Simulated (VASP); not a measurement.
# Al in VASP: further runs

Al is run at these levels: PBE; tasks: single point.

All numbers are computed with VASP 6.6.1; they aren't measurements. Logs are shortened: lines on timing, memory, paths and dates and some standing lists are left out, and cuts for length are marked.

### Step 1. The cell of the first run

Symmetry: C2/m, No. 12, monoclinic system. The conventional cell has a = 4.828 Å, b = 2.787 Å, c = 2.911 Å, α = 90.00°, β = 124.72°, γ = 90.00°. Within 3.7 Å of Al (site symmetry 2/m) lie 12 Al at 2.79 to 2.91 Å.

### Step 2. Single point, PBE

Contents of INCAR:

```
ALGO = Fast ; EDIFF = 1E-6
ENCUT = 520 ; GGA = PE
ISIF = 2 ; ISMEAR = 0
LASPH = True ; LCHARG = True
LELF = True ; LREAL = False
LVHAR = True ; LWAVE = False
NBANDS = 14 ; NELM = 100
PREC = Accurate ; SIGMA = 0.1
```

Contents of KPOINTS:

```
k-points
0
Gamma
  9 9 14
```

Contents of POSCAR:

```
Al
1.0
    5.5741623418      0.0001266749     -0.0494576262
   -2.7869714672      4.8274295303      0.0494576262
   -1.4148566874      0.8168678893      2.4097123001
Al
4
Direct
    0.0000000000      0.5000000000      0.0000000000
    0.5000000000      0.5000000000      0.0000000000
    0.0000000000      0.0000000000      0.0000000000
    0.5000000000      0.0000000000      0.0000000000
```

Potentials or basis: VASP PAW PBE potentials, release 64 (Al).

Command:

```bash
$ cat potpaw_PBE.64/Al/POTCAR > POTCAR
$ mpirun -np 1 vasp_std > vasp.out
```

OUTCAR:

```text
EDIFF = 1E-6
   ENCUT = 520
   GGA = PE
   ISIF = 2
   ISMEAR = 0
   LASPH = True
   LREAL = False
   NELM = 100
   PREC = Accurate

 ion  position               nearest neighbor table
   1  0.000  0.500  0.000-   2 2.79   2 2.79   3 2.79   3 2.79   4 2.79   4 2.79   2 2.87   2 2.87
                             3 2.87   3 2.87
   2  0.500  0.500  0.000-   1 2.79   1 2.79   4 2.79   4 2.79   3 2.79   3 2.79   1 2.87   1 2.87
                             4 2.87   4 2.87
   3  0.000  0.000  0.000-   4 2.79   4 2.79   1 2.79   1 2.79   2 2.79   2 2.79   4 2.87   4 2.87
                             1 2.87   1 2.87
   4  0.500  0.000  0.000-   3 2.79   3 2.79   2 2.79   2 2.79   1 2.79   1 2.79   3 2.87   3 2.87
                             2 2.87   2 2.87

  LATTYP: Found a base centered monoclinic cell.
 ALAT       =     7.9422094657
 B/A-ratio  =     0.7018678837
 C/A-ratio  =     0.3665634557
 COS(beta)  =    -0.0406610977

  Lattice vectors:

 A1 = (  -1.3721147798,   4.0105616410,  -2.3602546739)
 A2 = (  -4.1593056544,  -0.8169945642,  -2.3602546739)
 A3 = (  -1.4148566874,   0.8168678893,   2.4097123001)

Analysis of symmetry for initial positions (statically):
=====================================================================
 Subroutine PRICEL returns following result:

  LATTYP: Found a base centered monoclinic cell.
 ALAT       =     4.8275562052
 B/A-ratio  =     0.5773502692
 C/A-ratio  =     0.6030636670
 COS(beta)  =    -0.5696162102

  Lattice vectors:

 A1 = (   1.3934857336,  -2.4137147651,  -0.0247288131)
 A2 = (   2.7870811709,   0.0000633374,  -0.0247288131)
 A3 = (  -1.4148566874,   0.8168678893,   2.4097123001)

   4 primitive cells build up your supercell.

 Routine SETGRP: Setting up the symmetry group for a
 base centered monoclinic supercell.

 Subroutine GETGRP returns: Found  4 space group operations
 (whereof  4 operations were pure point group operations)
 out of a pool of  4 trial point group operations.

The static configuration has the point symmetry C_2h.

Analysis of symmetry for dynamics (positions and initial velocities):
=====================================================================
 Subroutine PRICEL returns following result:

  LATTYP: Found a base centered monoclinic cell.
 ALAT       =     4.8275562052
 B/A-ratio  =     0.5773502692
 C/A-ratio  =     0.6030636670
 COS(beta)  =    -0.5696162102

  Lattice vectors:

 A1 = (   1.3934857336,  -2.4137147651,  -0.0247288131)
 A2 = (   2.7870811709,   0.0000633374,  -0.0247288131)
 A3 = (  -1.4148566874,   0.8168678893,   2.4097123001)

   4 primitive cells build up your supercell.

 Routine SETGRP: Setting up the symmetry group for a
 base centered monoclinic supercell.

 Subroutine GETGRP returns: Found  4 space group operations
 (whereof  4 operations were pure point group operations)
 out of a pool of  4 trial point group operations.

The dynamic configuration has the point symmetry C_2h.

 Subroutine INISYM returns: Found  4 space group operations
 (whereof  4 operations are pure point group operations),
 and found     4 'primitive' translations

----------------------------------------------------------------------------------------

                                     Primitive cell

  volume of cell :      16.0983

  direct lattice vectors                    reciprocal lattice vectors
     1.393485734 -2.413714765 -0.024728813     0.001264285 -0.415018224  0.141429266
     2.787081171  0.000063337 -0.024728813     0.360048467  0.206414209  0.141429266
    -1.414856687  0.816867889  2.409712300     0.003707843 -0.002140724  0.417890034

  length of vectors
     2.787190875  2.787190875  2.911323748     0.438456340  0.438456340  0.417911966

  position of ions in fractional coordinates (direct lattice)
     0.000000000  1.000000000  1.000000000

  ion indices of the primitive-cell ions
   primitive index   ion index
                 1           1

----------------------------------------------------------------------------------------

 KPOINTS: k-points

Automatic generation of k-mesh.
 Grid dimensions read from file:
 generate k-points for:    9    9   14

 Generating k-lattice:

  Cartesian coordinates                     Fractional coordinates (reciprocal lattice)
     0.020002693  0.011467456  0.007857181     0.111111111 -0.000000000 -0.000000000
    -0.000070238  0.023056568 -0.007857181     0.000000000  0.111111111  0.000000000
     0.000264846 -0.000152909  0.029849288     0.000000000  0.000000000  0.071428571

  Length of vectors
     0.024358686  0.024358686  0.029850855

  Shift w.r.t. Gamma in fractional coordinates (k-lattice)
     0.000000000  0.000000000  0.000000000

 Subroutine IBZKPT returns following result:
 ===========================================

 Found    320 irreducible k-points:

 Following reciprocal coordinates:
            Coordinates               Weight
  0.000000  0.000000  0.000000      1.000000
  0.111111  0.000000  0.000000      4.000000
  0.222222 -0.000000  0.000000      4.000000
  0.333333  0.000000  0.000000      4.000000
  0.444444 -0.000000  0.000000      4.000000
  0.111111  0.111111 -0.000000      2.000000
[... 16 lines left out ...]
 -0.333333  0.333333 -0.000000      2.000000
  0.444444  0.444444  0.000000      2.000000
 [... further k-points ...]
   k-points           NKPTS =    320   k-points in BZ     NKDIM =    320   number of bands    NBANDS=     14
   number of dos      NEDOS =    301   number of ions     NIONS =      4
   total plane-waves  NPLWV =  42336
   dimension x,y,z NGX =    42 NGY =   42 NGZ =   24
   dimension x,y,z NGXF=    84 NGYF=   84 NGZF=   48
   ions per type =               4
   NGX,Y,Z   is equivalent  to a cutoff of  12.53, 12.53, 13.70 a.u.
   NGXF,Y,Z  is equivalent  to a cutoff of  25.05, 25.05, 27.41 a.u.
 SYSTEM =  unknown system
   PREC   = accura    normal or accurate (medium, high low for compatibility)
   ISTART =      0    job   : 0-new  1-cont  2-samecut
   ICHARG =      2    charge: 1-file 2-atom 10-const
   ISPIN  =      1    spin polarized calculation?
   LNONCOLLINEAR =      F non collinear calculations
   LSORBIT =      F    spin-orbit coupling
   LASPH  =      T    aspherical Exc in radial PAW
   ENCUT  =  520.0 eV  38.22 Ry    6.18 a.u.  10.36 10.36  5.41*2*pi/ulx,y,z
   NELM   =    100;   NELMIN=  2; NELMDL= -5     # of ELM steps
   EDIFF  = 0.1E-05   stopping-criterion for ELM
   LREAL  =      F    real-space projection
   EDIFFG = 0.1E-04   stopping-criterion for IOM
   NSW    =      0    number of steps for IOM
   IBRION =     -1    ionic relax: 0-MD 1-quasi-New 2-CG
   NFREE  =      0    steps in history (QN), initial steepest desc. (CG)
   ISIF   =      2    stress and relaxation
   ISYM   =      2    0-nonsym 1-usesym 2-fastsym
   POTIM  = 0.5000    time-step for ionic-motion
   TEBEG  =    0.0;   TEEND  =   0.0 temperature during run
   PSTRESS=    0.0 pullay stress
   NELECT =      12.0000    total number of electrons
   NUPDOWN=      -1.0000    fix difference up-down
   EMIN   =  10.00;   EMAX   =-10.00  energy-range for DOS
   EFERMI =   0.00;   METHOD = LEGACY
   ISMEAR =     0;   SIGMA  =   0.10  broadening in eV -4-tet -1-fermi 0-gaus
   EFERMI_NEDOS =   21; number of points for ismear=-14 and -15
   IALGO  =     68    algorithm
   IMIX   =      4    mixing-type and parameters
     AMIX     =   0.40;   BMIX     =  1.00
     AMIX_MAG =   1.60;   BMIX_MAG =  1.00
  volume/ion in A,a.u.               =      16.10       108.64
  Fermi-wavevector in a.u.,A,eV,Ry     =   0.935094  1.767072 11.896958  0.874402
  Thomas-Fermi vector in A             =   2.061967
   LORBIT       =      0    0 simple, 1 ext, 2 COOP (PROOUT), +10 PAW based schemes
   GGA     = PE    functional components
   LHFCALC =     F    Hartree Fock is set to
   AEXX    =    0.0000 exact exchange contribution
   IVDW    =     0    specifies the selected vdW correction
   LEPSILON=     F    determine dielectric tensor
   LRPA    =     F    only Hartree local field effects (RPA)
 non-spin polarized calculation
 RMM-DIIS sequential band-by-band and
 Gauss-broadening in eV      SIGMA  =   0.10
  energy-cutoff  :      520.00
  volume of cell :       64.39
 maximum number of plane-waves:      1756
 NGX is ok and might be reduce to    42
   NGX = 21   NGY = 21   NGZ = 11

 number of electron      12.0000000 magnetization

 Free energy of the ion-electron system (eV)
  ---------------------------------------------------
  ext. energy  EPLUGINS =         0.00000000
  ---------------------------------------------------
  free energy    TOTEN  =       -14.93901670 eV

  energy without entropy =      -14.92912559  energy(sigma->0) =      -14.93407114

 E-fermi :   8.2758     XC(G=0): -10.2847

 val. band max:        8.2728146630   @ k =   0.2222   0.2222   0.0714
 cond. band min:       8.2832802903   @ k =   0.1111  -0.1111   0.2143
 fundamental gap:      0.0104656273
 Fermi energy:         8.2757682187

 k-point     1 :       0.0000    0.0000    0.0000
  band No.  band energies     occupation
      1      -3.0483      2.00000
      2       3.6858      2.00000
      3       3.6858      2.00000
      4       4.1176      2.00000
      5       4.1176      2.00000
      6       5.4223      2.00000
      7       6.8593      2.00000
      8      13.0437      0.00000
      9      13.3077      0.00000
     10      14.5894      0.00000
     11      17.5185      0.00000
     12      18.9213      0.00000
     13      18.9563      0.00000
     14      19.0915      0.00000

 k-point     2 :       0.1111    0.0000    0.0000
  band No.  band energies     occupation
      1      -2.9605      2.00000
      2       2.4548      2.00000
      3       3.4284      2.00000
      4       4.5394      2.00000
      5       4.9951      2.00000
      6       5.5014      2.00000
      7       7.4445      2.00000
      8      12.5849      0.00000
      9      13.1198      0.00000
     10      14.7432      0.00000
[... 362 lines left out ...]
 k-point    24 :       0.4444    0.4444    0.0000
  band No.  band energies     occupation
      1      -0.6603      2.00000
      2      -0.6603      2.00000
      3       0.6638      2.00000
      4       2.7046      2.00000
      5       8.8613      0.00000
      6      10.5465      0.00000
      7      10.8036      0.00000
      8      12.4794      0.00000
      9      14.6040      0.00000
     10      14.6040      0.00000
     11      15.1151      0.00000
     12      15.1151      0.00000
     13      16.2842      0.00000
     14      16.8754      0.00000

 [... further k-points ...]

------------------------ aborting loop because EDIFF is reached ----------------------------------------

  FORCE on cell =-STRESS in cart. coord.  units (eV):
  Direction    XX          YY          ZZ          XY          YZ          ZX
  --------------------------------------------------------------------------------------
  -------------------------------------------------------------------------------------
  Total        1.3934512      1.2270015     -0.0177275     -0.1441497      0.0214398     -0.0371348
  in kB       34.6707408     30.5292702     -0.4410826     -3.5866187      0.5334480     -0.9239591
  external PRESSURE =      21.5863095 kB  Pullay stress =       0.0000000 kB

 VOLUME and BASIS-vectors are now :
 -----------------------------------------------------------------------------
  energy-cutoff  :      520.00
  volume of cell :       64.39
      direct lattice vectors                 reciprocal lattice vectors
     5.574162342  0.000126675 -0.049457626     0.180024234  0.103207105  0.070714633
    -2.786971467  4.827429530  0.049457626    -0.000632142  0.207509112 -0.070714633
    -1.414856687  0.816867889  2.409712300     0.003707843 -0.002140724  0.417890034

 POSITION                                       TOTAL-FORCE (eV/Angst)
 -----------------------------------------------------------------------------------
     -1.39349      2.41371      0.02473         0.000000      0.000000      0.000000
      1.39360      2.41378      0.00000        -0.000000     -0.000000      0.000000
      0.00000      0.00000      0.00000         0.000000      0.000000     -0.000000
      2.78708      0.00006     -0.02473        -0.000000     -0.000000     -0.000000
 -----------------------------------------------------------------------------------
    total drift:                               -0.000000      0.000000      0.000000

  FREE ENERGIE OF THE ION-ELECTRON SYSTEM (eV)
  ---------------------------------------------------
  free  energy   TOTEN  =       -14.9390166958 eV

  energy  without entropy=      -14.9291255931  energy(sigma->0) =      -14.93407114
```

It took 1.9 min on 1 thread of Intel Xeon 6975P-C (Granite Rapids), shared host; peak memory 0.34 GiB.

What came out:

```yaml
Free_energy: -14.9390 eV
Pressure: 2.2 GPa
Band_gap_on_the_k_mesh: zero (bands 6 and 7 overlap by 4.81 eV)
```

### Step 3. Single point, PBE

This run uses another cell than the first one, of 16.18 Å³/atom.

Contents of INCAR:

```
PREC     = Accurate       # precision mode
ENCUT    = 520            # plane-wave cutoff, eV
EDIFF    = 1E-6           # SCF threshold, eV
ISMEAR   = 0              # smearing method
SIGMA    = 0.1            # smearing width, eV
LREAL    = F              # projectors in reciprocal space
LASPH    = T              # aspherical terms in the spheres
NELM     = 60             # most SCF steps
ALGO     = Fast           # electronic algorithm
ISIF     = 2              # what is computed and relaxed
LWAVE    = F              # write WAVECAR
LCHARG   = F              # write CHGCAR
GGA      = PE             # functional
NBANDS   = 14             # bands
```

Contents of KPOINTS:

```
Automatic mesh
0
Gamma
  9 9 14
```

Contents of POSCAR:

```
Al
1.0
    5.5743817492      0.0000000000      0.0000000000
   -2.7871908746      4.8275562052      0.0000000000
   -1.3935954373      0.8045927009      2.4046041096
Al
4
Direct
    0.0000000000      0.5000000000      0.0000000000
    0.5000000000      0.5000000000      0.0000000000
    0.0000000000      0.0000000000      0.0000000000
    0.5000000000      0.0000000000      0.0000000000
```

Potentials or basis: VASP PAW PBE potentials, release 64 (Al).

Command:

```bash
$ cat potpaw_PBE.64/Al/POTCAR > POTCAR
$ mpirun -np 1 vasp_std > vasp.out
```

It took 2.3 min on 1 thread of Intel Xeon 6975P-C (Granite Rapids), shared host; peak memory 0.34 GiB.

The run converged. Its results:

* Free energy: -14.9378 eV
* Pressure: 1.7 GPa
* Band gap on the k mesh: zero (bands 6 and 7 overlap by 4.77 eV)

Stress tensor (GPa, compression positive):
```
 3.02 -0.50 -0.18
-0.50  2.45  0.10
-0.18  0.10 -0.24
```

Levels at points of the mesh, in eV from the Fermi level:
```
           k point  band 3  band 4  band 5  band 6  band 7  band 8  band 9  band 10
(0.00, 0.00, 0.00)   -4.59   -4.19   -4.19   -2.98   -1.61    5.05    5.18     6.36
(0.00, 0.00, 0.50)   -4.58   -4.19   -2.98   -2.98   -1.61   -1.61    5.05     5.05
```
